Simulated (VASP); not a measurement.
A run of VASP 6.6.1 is set up as follows.

INCAR

```
PREC = Accurate
ENCUT = 750
EDIFF = 1E-6
ISMEAR = 0
SIGMA = 0.15
LREAL = F
LASPH = T
NELM = 120
ALGO = Normal
ISIF = 2
LWAVE = F
LCHARG = T
GGA = PE
LELF = T
LVHAR = T
NBANDS = 26
GGA_COMPAT = F
```

Contents of KPOINTS:

```
regular mesh
0
Gamma
  3 3 3
```

File POSCAR:

```
LiTaBe2N3
1.0
    4.1959145474      0.0000000026      0.0000000000
   -2.0979572760      3.6337685889      0.0000000000
    0.0000000000      0.0000000000      5.2208493860
Li Ta Be N
1 1 2 3
Direct
    0.0000000000      0.0000000000      0.0000000000
    0.0000000000      0.0000000000      0.5000000000
    0.3333333333      0.6666666667      0.0000000000
    0.6666666667      0.3333333333      0.0000000000
    0.5000000000      0.0000000000      0.5000000000
    0.0000000000      0.5000000000      0.5000000000
    0.5000000000      0.5000000000      0.5000000000
```

Potentials or basis: VASP PAW PBE potentials, release 64 (Li_sv, Ta_pv, Be, N).

Run with:

```sh
$ cat potpaw_PBE.64/Li_sv/POTCAR potpaw_PBE.64/Ta_pv/POTCAR potpaw_PBE.64/Be/POTCAR potpaw_PBE.64/N/POTCAR > POTCAR
$ mpirun -np 1 vasp_std > vasp.out
```

Task: Estimate the pressure.

Result: 0.5 GPa.

Task: Estimate the band gap on the k mesh.

Result: Zero (an odd number of electrons rules out a gap without spin polarisation).

Stress tensor (GPa, compression positive):
```
0.59 0.00 0.00
0.00 0.59 0.00
0.00 0.00 0.37
```

Caveat: the k points lie up to 0.58 Å⁻¹ apart, too coarse for converged energies and pressures of a metal; spin-orbit coupling is left out, which moves the levels of the heavy elements.
